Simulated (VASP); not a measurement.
Set up this calculation in VASP 6.6.1, as the native input.

* Task: single point
* Functional: PBEsol
* Potentials or basis: VASP PAW PBE potentials, release 64 (Ag)
* Cutoff: 520 eV
* k mesh: 20 × 20 × 20
* Occupations: gaussian, width 0.15 eV
* Spin: no spin polarisation
* Dipole correction: no
* Further INCAR settings: ALGO = Normal; EDIFF = 1e-06; NBANDS = 12

The structure of Ag lies in POSCAR:

```
Ag
1.0
   -1.5232016800      1.5232016800      1.5232016800
    1.5232016800     -1.5232016800      1.5232016800
    1.5232016800      1.5232016800     -1.5232016800
Ag
1
Direct
    0.0000000000      0.0000000000      0.0000000000
```

This cell differs from its parent crystal: strain -0.080 along x and y, -0.080 along z.

One way to write it, as run:

INCAR

```
SYSTEM = Ag
ALGO     = Normal         ! electronic algorithm
EDIFF    = 1E-6           ! SCF threshold, eV
ENCUT    = 520            ! plane-wave cutoff, eV
GGA      = PS             ! functional
ISIF     = 2              ! what is computed and relaxed
ISMEAR   = 0              ! smearing method
LASPH    = .TRUE.         ! aspherical terms in the spheres
LCHARG   = .FALSE.        ! write CHGCAR
LREAL    = .FALSE.        ! projectors in reciprocal space
LWAVE    = .FALSE.        ! write WAVECAR
NBANDS   = 12             ! bands
NELM     = 60             ! most SCF steps
PREC     = Accurate       ! precision mode
SIGMA    = 0.15           ! smearing width, eV
```

KPOINTS

```
k-points
0
G
  20 20 20
  0 0 0
```

Potentials or basis: VASP PAW PBE potentials, release 64 (Ag).

Command:

```bash
$ cat potpaw_PBE.64/Ag/POTCAR > POTCAR
$ mpirun -np 1 vasp_std > vasp.out
```

Results of the run:

```yaml
Pressure: 31.4 GPa
```

Caveat: the cell differs from its parent crystal (strain -0.080 along x and y, -0.080 along z); the PAW data sets were made with another functional, which shifts forces and pressure a little.

Run time: 20 s on 1 thread of AMD EPYC 9R45 96-Core Processor (Zen 5) (shared host), peak memory 0.13 GiB.
